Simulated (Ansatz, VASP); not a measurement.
BN in VASP and in Ansatz

File INCAR:

```
  ALGO = Normal
  EDIFF = 1E-6
  EDIFFG = -0.02
  ENCUT = 600
  GGA = PS
  IBRION = 2
  ISIF = 3
  ISMEAR = -1
  LASPH = True
  LCHARG = False
  LREAL = False
  LWAVE = False
  NELM = 80
  NSW = 80
  PREC = Accurate
  SIGMA = 0.05
```

File KPOINTS:

```
k-points
0
Gamma
  12 12 4
```

POSCAR

```
BN
1.0
    2.4982400000      0.0000000000      0.0000000000
   -1.2491200000      2.1635393048      0.0000000000
    0.0000000000      0.0000000000      6.6357000000
N B
2 2
Direct
    0.6666666667      0.3333333333      0.2500000000
    0.3333333333      0.6666666667      0.7500000000
    0.6666666667      0.3333333333      0.7500000000
    0.3333333333      0.6666666667      0.2500000000
```

input.yaml

```yaml
crystal:
  lattice:
    - [2.49824, 0.0, 0.0]
    - [-1.24912, 2.1635393048, 0.0]
    - [0.0, 0.0, 6.6357]
  atoms:
    - { symbol: "N", position: [0.6666666667, 0.3333333333, 0.25] }
    - { symbol: "N", position: [0.3333333333, 0.6666666667, 0.75] }
    - { symbol: B, position: [0.6666666667, 0.3333333333, 0.75] }
    - { symbol: B, position: [0.3333333333, 0.6666666667, 0.25] }
kpoints:
  mp_grid: { grid: [12, 12, 4] }
scf:
  occupations: { method: fermi_dirac, width: 0.05 }
hamiltonian:
  xc: pbesol
  pseudopotentials: { kind: all_electron, lapw: { basis_error: 0.002 } }
output:
  forces: true
  stress: true
relax:
  f_tol: 0.02
  max_steps: 60
  cell: {}
```

Alike in both runs: task relaxation of cell and atoms; functional PBEsol; k mesh 12 × 12 × 4; occupations fermi-dirac, width 0.05 eV; no spin polarisation.

|  | VASP | Ansatz |
| --- | --- | --- |
| version | VASP 6.6.1 | Ansatz 0.2.0 |
| potentials or method | VASP PAW PBE potentials, release 64 (N, B), cutoff 600 eV | all-electron LAPW, scalar-relativistic |

VASP gave:

```
relaxed volume (Å³/atom)                                     : 9.17
relaxed cell length with the largest relative difference (Å) : 6.745
```

What did Ansatz give for the same quantities?

Relaxed volume (Å³/atom): 9.52; relaxed cell length with the largest relative difference (Å): 7.008.

VASP's potentials were made for PBE, not for PBEsol. Ansatz ran all-electron here, and VASP with PAW potentials.
